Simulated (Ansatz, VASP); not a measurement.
## Au: VASP beside Ansatz

```
Au
1.0
    -1.73204    1.73204    1.73204
     1.73204   -1.73204    1.73204
     1.73204    1.73204   -1.73204
Au
1
Direct
  0.00000 0.00000 0.00000
```

Alike in both runs: task single point; functional RPBE; k mesh 15 × 15 × 15; occupations fermi-dirac, width 0.1 eV; no spin polarisation.

|  | VASP | Ansatz |
| --- | --- | --- |
| version | VASP 6.6.1 | Ansatz 0.2.0 |
| potentials or method | VASP PAW PBE potentials, release 64 (Au), cutoff 520 eV | plane waves (420 eV) with PAW, scalar-relativistic |
| valence electrons in the cell | 11 | 19 |

```csv
,VASP,Ansatz,Ansatz less VASP
pressure (GPa),-9.4,-9.3,+0.08
```

VASP's potentials were made for PBE, not for RPBE. VASP's potentials hold 11 valence electrons a cell and Ansatz's 19, so a difference there can come from the potentials and not from the codes.

Neither program's run includes spin-orbit coupling.
